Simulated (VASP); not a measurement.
RbGeF3:

```
Rb Ge F
1.0
     4.42436    0.00000    0.00000
     0.00000    4.42436    0.00000
     0.00000    0.00000    4.42436
Rb Ge F
1 1 3
Direct
  0.00000 0.00000 0.00000
  0.50000 0.50000 0.50000
  0.50000 0.50000 0.00000
  0.50000 0.00000 0.50000
  0.00000 0.50000 0.50000
```

Base run:

- Program: VASP 6.6.1
- Functional: PBE
- Potentials or basis: VASP PAW PBE potentials, release 64 (Rb_sv, Ge_d, F)
- Cutoff: 520 eV
- k mesh: 6 × 6 × 6
- Occupations: gaussian, width 0.01 eV
- Spin: no spin polarisation

Its results: band gap on the k mesh 1.80 eV; pressure 2.4 GPa.

Problem. The run is repeated on the same cell with these changes: functional from PBE to r2SCAN; further incar settings from ALGO = Normal; EDIFF = 1e-07; NBANDS = 30 to ALGO = Normal; EDIFF = 1e-06; NBANDS = 30. What comes out?

Solution. Band gap on the k mesh 2.06 eV; pressure -0.1 GPa.

Caveats: the PAW data sets were made with another functional, which shifts forces and pressure a little (at least some runs).

A k mesh can miss the band edges.
